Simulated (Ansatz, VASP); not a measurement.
**GaSb3: VASP beside Ansatz**

Contents of INCAR:

```
ALGO = Normal ; EDIFF = 1E-6
ENCUT = 520 ; GGA = CA
ISIF = 2 ; ISMEAR = 0
LASPH = True ; LCHARG = False
LREAL = False ; LWAVE = False
NBANDS = 22 ; NELM = 100
PREC = Accurate ; SIGMA = 0.15
```

The input KPOINTS:

```
k-points
0
Gamma
  10 10 10
```

The input POSCAR:

```
GaSb3
1.0
   -0.0483537151      3.6220011279      3.8874938106
    3.5736474128      0.0000000000      3.8391400955
    3.6220011279      3.6220011279     -0.0483537151
Ga Sb
1 3
Direct
    0.0000000000      0.0000000000      0.0000000000
    0.2500000000      0.2500000000      0.2500000000
    0.7500000000      0.7500000000      0.7500000000
    0.5000000000      0.5000000000      0.5000000000
```

Input for Ansatz:

```yaml
crystal:
  lattice:
    - [-0.0483537151, 3.6220011279, 3.8874938106]
    - [3.5736474128, 0.0, 3.8391400955]
    - [3.6220011279, 3.6220011279, -0.0483537151]
  atoms:
    - { symbol: Ga, position: [0.0, 0.0, 0.0] }
    - { symbol: Sb, position: [0.25, 0.25, 0.25] }
    - { symbol: Sb, position: [0.75, 0.75, 0.75] }
    - { symbol: Sb, position: [0.5, 0.5, 0.5] }
basis:
  ecutwfc: 420
kpoints:
  mp_grid: { grid: [10, 10, 10] }
hamiltonian:
  xc: lda
  pseudopotentials: { kind: paw, azcp: { folder: soft_1 } }
scf:
  occupations: { method: gaussian, width: 0.15 }
output:
  forces: true
  stress: true
  eigenvalues: true
```

Change from the starting cell: engineering shear strain xz -0.0267, normal strain along z +0.0733.

Alike in both runs: task single point; functional LDA; k mesh 10 × 10 × 10; occupations gaussian, width 0.15 eV; no spin polarisation.

|  | VASP | Ansatz |
| --- | --- | --- |
| version | VASP 6.6.1 | Ansatz 0.2.0 |
| potentials or method | VASP PAW LDA potentials, release 64 (Ga_d, Sb), cutoff 520 eV | scalar-relativistic, plane waves, PAW |
| valence electrons in the cell | 28 | 58 |

```csv
,VASP,Ansatz,Ansatz less VASP
gap on the k mesh at the Fermi level (eV),none,none,-
pressure (GPa),-3.6,-3.6,-0.04
"traceless stress, the component that is largest in VASP (GPa)",-0.99,-0.96,+0.032
rms of the force components (eV/Å),0.018,0.018,-0.0002
```

Ansatz warns that its potentials were made for another functional, while VASP's fit it. LDA's correlation is that of Perdew and Zunger in VASP and of Perdew and Wang (1992) in Ansatz. Atom by atom the forces differ by 0.000 eV/Å (rms over components). A gap of «none» marks a metal or a gap that the smearing closes. VASP's potentials hold 28 valence electrons a cell and Ansatz's 58, so a difference there can come from the potentials and not from the codes.

Neither program's run includes spin-orbit coupling.
